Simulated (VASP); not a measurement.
Wanted: the native input for a VASP 6.6.1 run.

| Item | Value |
| --- | --- |
| Task | single point |
| Functional | LDA |
| Potentials or basis | VASP PAW LDA potentials, release 64 (Fe) |
| Cutoff | 520 eV |
| k mesh | 22 × 22 × 22 |
| Occupations | gaussian, width 0.1 eV |
| Spin | collinear spin, ferromagnetic start |
| Starting moments | [2.22] μB |
| Dipole correction | no |
| Further INCAR settings | ALGO = Fast; EDIFF = 1e-06; NBANDS = 14 |

The structure of Fe lies in POSCAR:

```
Fe
1.0
   -1.3753074655      1.3753074655      1.3753074655
    1.3753074655     -1.3753074655      1.3753074655
    1.3753074655      1.3753074655     -1.3753074655
Fe
1
Direct
    0.0000000000      0.0000000000      0.0000000000
```

The input as run:

INCAR

```
SYSTEM = Fe
  PREC = Accurate
  ENCUT = 520
  EDIFF = 1E-6
  ISMEAR = 0
  SIGMA = 0.1
  LREAL = .FALSE.
  LASPH = .TRUE.
  NELM = 150
  ALGO = Fast
  ISIF = 2
  LWAVE = .FALSE.
  LCHARG = .FALSE.
  ISPIN = 2
  MAGMOM = 2.22
  LORBIT = 11
  LMAXMIX = 4
  NBANDS = 14
```

KPOINTS

```
Automatic mesh
0
G
  22 22 22
  0 0 0
```

Potentials or basis: VASP PAW LDA potentials, release 64 (Fe).

Launch:

```sh
$ cat potpaw_LDA.64/Fe/POTCAR > POTCAR
$ mpirun -np 1 vasp_std > vasp.out
```

It gave:

| Quantity | Value |
| --- | --- |
| Pressure | -1.2 GPa |
| Net moment | 1.95 μB per cell |
| Site moments | Fe +1.92 μB |
| Valence electrons inside the program's atomic spheres | Fe 7.47 |

Run time: 43 s on 1 thread of Intel Xeon 6975P-C, with other jobs on the host, peak memory 0.18 GiB.
